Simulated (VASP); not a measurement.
Wanted: the native input for a VASP 6.6.1 run.

| Property | Result |
| --- | --- |
| Task | single point |
| Functional | PBE |
| Potentials or basis | VASP PAW PBE potentials, release 64 (Pr_3, B), 4f in core |
| Cutoff | 500 eV |
| k mesh | 5 × 5 × 4 |
| Occupations | gaussian, width 0.2 eV |
| Spin | no spin polarisation |
| Dipole correction | no |
| Mended | yes |
| Further INCAR settings | ALGO = Normal; EDIFF = 1e-06; NBANDS = 20 |

The structure of Pr2B lies in POSCAR:

```
Pr2B
1.0
    3.2369651476     -3.2569387870      0.0000000000
    3.2369651476      3.2569387870      0.0000000000
    0.0000000000      0.0000000000      3.8104491014
Pr B
2 1
Direct
    0.0000000000      0.5000000000      0.3326603836
    0.5000000000      0.0000000000      0.6673396164
    0.5000000000      0.5000000000      0.0000000000
```

The cell was built from a structure type or drawn by symmetry, and may not be a known phase.

One way to write it, as run:

INCAR

```
  PREC = Accurate
  ENCUT = 500
  EDIFF = 1E-6
  ISMEAR = 0
  SIGMA = 0.2
  LREAL = F
  LASPH = T
  NELM = 200
  ALGO = Normal
  ISIF = 2
  LWAVE = F
  LCHARG = F
  GGA = PE
  NBANDS = 20
  GGA_COMPAT = F
  LMAXMIX = 6
```

KPOINTS

```
Automatic mesh
0
Gamma
  5 5 4
```

Potentials or basis: VASP PAW PBE potentials, release 64 (Pr_3, B), 4f in core.

The run is started by

```bash
$ cat potpaw_PBE.64/Pr_3/POTCAR potpaw_PBE.64/B/POTCAR > POTCAR
$ mpirun -np 1 vasp_std > vasp.out
```

It gave:

```json
{
  "Pressure": "0.0 GPa",
  "Largest force": "0.014 eV/Å",
  "Band gap on the k mesh": "zero (an odd number of electrons rules out a gap without spin polarisation)"
}
```

Caveat: the k points lie up to 0.41 Å⁻¹ apart, too coarse for converged energies and pressures of a metal; spin-orbit coupling is left out, which moves the levels of the heavy elements; the 4f electrons are frozen in the core, so they carry no moment and show no levels.

Run time: 15 s on 1 thread of Intel(R) Xeon(R) 6975P-C (Granite Rapids) (shared host), peak memory 0.2 GiB.
